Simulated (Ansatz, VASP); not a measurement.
**Sn: VASP beside Ansatz**

Contents of INCAR:

```
SYSTEM = Sn
PREC = Accurate
ENCUT = 520
EDIFF = 1E-6
ISMEAR = 0
SIGMA = 0.15
LREAL = .FALSE.
LASPH = .TRUE.
NELM = 100
ALGO = Fast
ISIF = 2
LWAVE = .FALSE.
LCHARG = .FALSE.
GGA = PS
IVDW = 12
NBANDS = 13
```

Contents of KPOINTS:

```
regular mesh
0
G
  24 24 24
  0 0 0
```

Contents of POSCAR:

```
Sn
1.0
   -1.8221530004      1.7304584006      1.8676149923
    1.8221530004     -1.7304584006      1.8676149923
    1.8221530004      1.7304584006     -1.8676149923
Sn
1
Direct
    0.0000000000      0.0000000000      0.0000000000
```

Input for Ansatz:

```yaml
crystal:
  lattice:
    - [-1.8221530004, 1.7304584006, 1.8676149923]
    - [1.8221530004, -1.7304584006, 1.8676149923]
    - [1.8221530004, 1.7304584006, -1.8676149923]
  atoms:
    - { symbol: Sn, position: [0.0, 0.0, 0.0] }
basis:
  ecutwfc: 420
kpoints:
  mp_grid: { grid: [24, 24, 24] }
hamiltonian:
  xc: pbesol
  dispersion: d3bj
scf:
  occupations: { method: gaussian, width: 0.15 }
output:
  forces: true
  stress: true
  eigenvalues: true
```

Change from the starting cell: strain -0.0600 x Voigt [0, 0, 1, 0, 0, 0], atoms carried along.

Alike in both runs: task single point; functional PBEsol; dispersion D3(BJ); k mesh 24 × 24 × 24; occupations gaussian, width 0.15 eV; no spin polarisation.

|  | VASP | Ansatz |
| --- | --- | --- |
| version | VASP 6.6.1 | Ansatz 0.2.0 |
| potentials or method | VASP PAW PBE potentials, release 64 (Sn_d), cutoff 520 eV | scalar-relativistic, plane waves, PAW |
| valence electrons in the cell | 14 | 14 |

|  | VASP | Ansatz | Ansatz less VASP |
| --- | --- | --- | --- |
| gap on the k mesh at the Fermi level (eV) | none | none | - |
| pressure (GPa) | 4.3 | 4.3 | +0.02 |
| traceless stress, the component that is largest in VASP (GPa) | -0.51 | -0.51 | 0.000 |

VASP's potentials were made for PBE, not for PBEsol. A gap of «none» marks a metal or a gap that the smearing closes.
